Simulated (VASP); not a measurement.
# BaTiO3 (Amm2) in VASP: notebook, part 2 of 2

VASP 6.6.1.

### 4 Single point, PBE+U (uniaxial strain along a: -2.0 %, then relaxed in part)

INCAR reads:

```
SYSTEM = BaTiO3
PREC     = Accurate       ! precision mode
ENCUT    = 600            ! plane-wave cutoff, eV
EDIFF    = 1E-6           ! SCF threshold, eV
ISMEAR   = 0              ! smearing method
SIGMA    = 0.02           ! smearing width, eV
LREAL    = .FALSE.        ! projectors in reciprocal space
LASPH    = .TRUE.         ! aspherical terms in the spheres
NELM     = 200            ! most SCF steps
ALGO     = Normal         ! electronic algorithm
ISIF     = 2              ! what is computed and relaxed
LWAVE    = .FALSE.        ! write WAVECAR
LCHARG   = .FALSE.        ! write CHGCAR
LMAXMIX  = 4              ! l up to which the mixer works
LDAU     = .TRUE.         ! DFT+U
LDAUTYPE = 2            
LDAUL    = -1 2 -1        ! shell
LDAUU    = 0 4 0          ! U, eV
LDAUJ    = 0 0 0        
LDAUPRINT= 1            
GGA      = PE             ! functional
NBANDS   = 51             ! bands
GGA_COMPAT= .FALSE.
```

KPOINTS reads:

```
regular mesh
0
G
  6 4 4
  0 0 0
```

POSCAR reads:

```
BaTiO3
1.0
    3.9270383087      0.0000000000      0.0000000000
    0.0000000000      5.7996370134      0.0000000000
    0.0000000000      0.0000000000      5.8383981629
Ba Ti O
2 2 6
Direct
    0.0000000000      0.5000000000      0.5071804958
    0.0000000000      0.0000000000      0.0071804958
    0.5000000000      0.5000000000      0.0205179778
    0.5000000000      0.0000000000      0.5205179778
    0.5000000000      0.7421551447      0.2342260658
    0.5000000000      0.2578448553      0.2342260658
    0.0000000000      0.5000000000      0.9837493947
    0.5000000000      0.2421551447      0.7342260658
    0.5000000000      0.7578448553      0.7342260658
    0.0000000000      0.0000000000      0.4837493947
```

Run with:

```
> cat potpaw_PBE.64/Ba_sv/POTCAR potpaw_PBE.64/Ti_sv/POTCAR potpaw_PBE.64/O/POTCAR > POTCAR
> mpirun -np 1 vasp_std > vasp.out
```

Run time: 8 min. Hardware: 1 thread of Intel Xeon 6975P-C, shared host; peak memory 0.42 GiB.

It converged, with:

```yaml
Free_energy: -74.5438 eV
Pressure: 4.7 GPa
Largest_force: 0.633 eV/Å
Band_gap_on_the_k_mesh: 2.63 eV
```

Forces in eV/Å, atoms in the order of the input:
```
Ba   0.000  0.000 -0.050
Ba   0.000  0.000 -0.050
Ti   0.000  0.000 -0.633
Ti   0.000  0.000 -0.633
O    0.000  0.335  0.335
O    0.000 -0.335  0.335
O    0.000  0.000  0.014
O    0.000  0.335  0.335
O    0.000 -0.335  0.335
O    0.000  0.000  0.014
```

Stress tensor (GPa, compression positive):
```
7.32 0.00 0.00
0.00 3.58 0.00
0.00 0.00 3.10
```

Levels at points of the mesh, in eV from the valence-band top:
```
           k point  band 37  band 38  band 39  band 40  band 41  band 42  band 43  band 44
(0.00, 0.00, 0.00)    -0.59    -0.57    -0.52    -0.33     2.63     2.81     2.90     3.99
(0.50, 0.00, 0.00)    -1.14    -0.24    -0.04     0.00     2.94     4.07     4.13     4.30
(0.00, 0.50, 0.00)    -1.09    -1.09    -0.66    -0.66     3.30     3.30     3.51     3.51
(0.50, 0.50, 0.00)    -0.60    -0.60    -0.57    -0.57     3.66     3.66     4.24     4.24
(0.00, 0.00, 0.50)    -1.07    -1.07    -0.69    -0.69     3.41     3.41     3.50     3.50
(0.50, 0.00, 0.50)    -0.57    -0.57    -0.57    -0.57     3.82     3.82     4.27     4.27
(0.00, 0.50, 0.50)    -1.02    -1.02    -0.85    -0.85     2.89     2.89     3.99     3.99
(0.50, 0.50, 0.50)    -0.90    -0.90    -0.09    -0.09     4.02     4.02     4.21     4.21
```

Eigenvalues of the final occupation matrices:
```tsv
site	spin	trace	eigenvalues
site 3 d	1	0.82	0.11 0.11 0.11 0.24 0.24
site 3 d	2	0.82	0.11 0.11 0.11 0.24 0.24
site 4 d	1	0.82	0.11 0.11 0.11 0.24 0.24
site 4 d	2	0.82	0.11 0.11 0.11 0.24 0.24
```

Caveat: the cell differs from its parent crystal (uniaxial strain along a: -2.0 %, then relaxed in part); spin-orbit coupling is left out, which moves the levels of the heavy elements. A k mesh can miss the band edges.

### 5 Single point, PBE+U (biaxial strain in the a-b plane: -2.0 %, then relaxed in part)

INCAR reads:

```
SYSTEM = BaTiO3
  PREC = Accurate
  ENCUT = 520
  EDIFF = 1E-6
  ISMEAR = 0
  SIGMA = 0.02
  LREAL = .FALSE.
  LASPH = .TRUE.
  NELM = 150
  ALGO = Normal
  ISIF = 2
  LWAVE = .FALSE.
  LCHARG = .FALSE.
  LMAXMIX = 4
  LDAU = .TRUE.
  LDAUTYPE = 2
  LDAUL = -1 2 -1
  LDAUU = 0 4 0
  LDAUJ = 0 0 0
  LDAUPRINT = 1
  GGA = PE
  NBANDS = 51
```

KPOINTS is that of step 4.

POSCAR reads:

```
BaTiO3
1.0
    3.9270383137      0.0000000000      0.0000000000
    0.0000000000      5.6322462303      0.0000000000
    0.0000000000      0.0000000000      5.8301959382
Ba Ti O
2 2 6
Direct
    0.0000000000      0.5000000000      0.5041109626
    0.0000000000      0.0000000000      0.0041109626
    0.5000000000      0.5000000000      0.0151225567
    0.5000000000      0.0000000000      0.5151225567
    0.5000000000      0.7458812191      0.2368016668
    0.5000000000      0.2541187809      0.2368016668
    0.0000000000      0.5000000000      0.9870631470
    0.5000000000      0.2458812191      0.7368016668
    0.5000000000      0.7541187809      0.7368016668
    0.0000000000      0.0000000000      0.4870631470
```

Run with:

```
> cat potpaw_PBE.64/Ba_sv/POTCAR potpaw_PBE.64/Ti_sv/POTCAR potpaw_PBE.64/O/POTCAR > POTCAR
> mpirun -np 1 vasp_std > vasp.out
```

Wall time 9.9 min (1 thread of Intel Xeon 8259CL, shared host); peak memory 0.36 GiB.

It converged, with:

```
Free energy            : -74.4325 eV
Pressure               : 8.6 GPa
Largest force          : 0.540 eV/Å
Band gap on the k mesh : 2.43 eV
```

Forces in eV/Å, atoms in the order of the input:
```
Ba   0.000  0.000 -0.040
Ba   0.000  0.000 -0.040
Ti   0.000  0.000 -0.540
Ti   0.000  0.000 -0.540
O    0.000  0.272  0.287
O    0.000 -0.272  0.287
O    0.000  0.000  0.007
O    0.000  0.272  0.287
O    0.000 -0.272  0.287
O    0.000  0.000  0.007
```

Stress tensor (GPa, compression positive):
```
11.03  0.00  0.00
 0.00 11.10  0.00
 0.00  0.00  3.53
```

Levels at points of the mesh, in eV from the valence-band top:
```
           k point  band 37  band 38  band 39  band 40  band 41  band 42  band 43  band 44
(0.00, 0.00, 0.00)    -0.51    -0.44    -0.33    -0.25     2.43     2.62     2.72     3.98
(0.50, 0.00, 0.00)    -0.89    -0.16    -0.04     0.00     2.79     4.12     4.14     4.22
(0.00, 0.50, 0.00)    -1.02    -1.02    -0.69    -0.69     3.22     3.22     3.50     3.50
(0.50, 0.50, 0.00)    -0.67    -0.67    -0.54    -0.54     3.73     3.73     4.31     4.31
(0.00, 0.00, 0.50)    -1.06    -1.06    -0.54    -0.54     3.33     3.33     3.42     3.42
(0.50, 0.00, 0.50)    -0.61    -0.61    -0.56    -0.56     3.81     3.81     4.34     4.34
(0.00, 0.50, 0.50)    -0.95    -0.95    -0.84    -0.84     2.73     2.73     4.01     4.01
(0.50, 0.50, 0.50)    -0.89    -0.89    -0.10    -0.10     4.04     4.04     4.20     4.20
```

Eigenvalues of the final occupation matrices:
```tsv
site	spin	trace	eigenvalues
site 3 d	1	0.82	0.11 0.11 0.11 0.24 0.25
site 3 d	2	0.82	0.11 0.11 0.11 0.24 0.25
site 4 d	1	0.82	0.11 0.11 0.11 0.24 0.25
site 4 d	2	0.82	0.11 0.11 0.11 0.24 0.25
```

Caveat: the cell differs from its parent crystal (biaxial strain in the a-b plane: -2.0 %, then relaxed in part); spin-orbit coupling is left out, which moves the levels of the heavy elements.

### 6 Overview

| cell | cutoff (eV) | gap on the mesh (eV) | pressure (GPa) | largest force (eV/Å) |
| --- | --- | --- | --- | --- |
| a = 3.927, b = 5.632, c = 5.830 Å, 10 atoms | 520 | 2.43 | 8.6 | 0.54 |
| a = 3.927, b = 5.632, c = 5.843 Å, 10 atoms | 520 | 2.51 | 8.9 | 0.68 |
| a = 3.927, b = 5.800, c = 5.838 Å, 10 atoms | 600 | 2.63 | 4.7 | 0.63 |

Alike in all rows: task single point; level PBE+U; potentials or basis VASP PAW PBE potentials, release 64 (Ba_sv, Ti_sv, O); no spin polarisation; Ti d U = 4.0 eV; k mesh 6 × 4 × 4; smearing gaussian 0.02 eV.

Caveats: spin-orbit coupling is left out, which moves the levels of the heavy elements.

Absolute energies hang on the potentials; compare differences alone.
